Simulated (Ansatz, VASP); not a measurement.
# Mo: VASP beside Ansatz

File INCAR:

```
PREC = Accurate ; ENCUT = 600
EDIFF = 1E-7 ; ISMEAR = -1
SIGMA = 0.05 ; LREAL = False
LASPH = True ; NELM = 100
ALGO = Normal ; ISIF = 3
LWAVE = False ; LCHARG = False
GGA = PE ; IBRION = 2
NSW = 45 ; EDIFFG = -0.005
```

The input KPOINTS:

```
Automatic mesh
0
Gamma
  18 18 18
```

Contents of POSCAR:

```
Mo
1.0
   -1.5802780018      1.5802780018      1.5802780018
    1.5802780018     -1.5802780018      1.5802780018
    1.5802780018      1.5802780018     -1.5802780018
Mo
1
Direct
    0.0000000000      0.0000000000      0.0000000000
```

Input for Ansatz:

```yaml
crystal:
  lattice:
    - [-1.5802780018, 1.5802780018, 1.5802780018]
    - [1.5802780018, -1.5802780018, 1.5802780018]
    - [1.5802780018, 1.5802780018, -1.5802780018]
  atoms:
    - { symbol: Mo, position: [0.0, 0.0, 0.0] }
kpoints:
  mp_grid: { grid: [18, 18, 18] }
scf:
  occupations: { method: fermi_dirac, width: 0.05 }
hamiltonian:
  xc: pbe
  pseudopotentials:
    kind: all_electron
    lapw: { basis_error: 0.0005 }
    relativity: none
output:
  forces: true
  stress: true
  eigenvalues: true
  populations: true
relax:
  f_tol: 0.005
  max_steps: 25
  cell: {}
```

Alike in both runs: task relaxation of cell and atoms; functional PBE; k mesh 18 × 18 × 18; occupations fermi-dirac, width 0.05 eV; no spin polarisation.

|  | VASP | Ansatz |
| --- | --- | --- |
| version | VASP 6.6.1 | Ansatz 0.2.0 |
| potentials or method | VASP PAW PBE potentials, release 64 (Mo_sv), cutoff 600 eV | all-electron LAPW, non-relativistic |

```tsv
	VASP	Ansatz	Ansatz less VASP
relaxed volume (Å³/atom)	15.81	16.01	+0.205
relaxed cell length with the largest relative difference (Å)	2.738	2.750	+0.0118
```

Ansatz ran all-electron here, and VASP with PAW potentials.
